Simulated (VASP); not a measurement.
The system is Hf.

```
Hf
1.0
     3.19238    0.00000    0.00000
    -1.59619    2.76469    0.00000
     0.00000    0.00000    5.04504
Hf
2
Direct
  0.33333 0.66667 0.25000
  0.66667 0.33333 0.75000
```

Program: VASP 6.6.1. Alike in all runs: cell as given; k mesh 12 × 12 × 7; cutoff (eV) 520.

Task: Order these runs on this cell by their pressure, lowest first.
A. level PBEsol; potentials or basis VASP PAW PBE potentials, release 64 (Hf_pv); spin off; smearing tetrahedron
B. level LDA; potentials or basis VASP PAW LDA potentials, release 64 (Hf_pv); spin off; smearing fermi-dirac 0.05 eV
C. level PBE; potentials or basis VASP PAW PBE potentials, release 64 (Hf_pv); spin non-collinear, zero start, SOC; smearing fermi-dirac 0.05 eV

Result: B (-7.1 GPa), A (-3.7 GPa), C (0.6 GPa).

Caveats: the PAW data sets were made with another functional, which shifts forces and pressure a little (some runs); tetrahedron occupations give inexact forces and stress in metals (some runs).
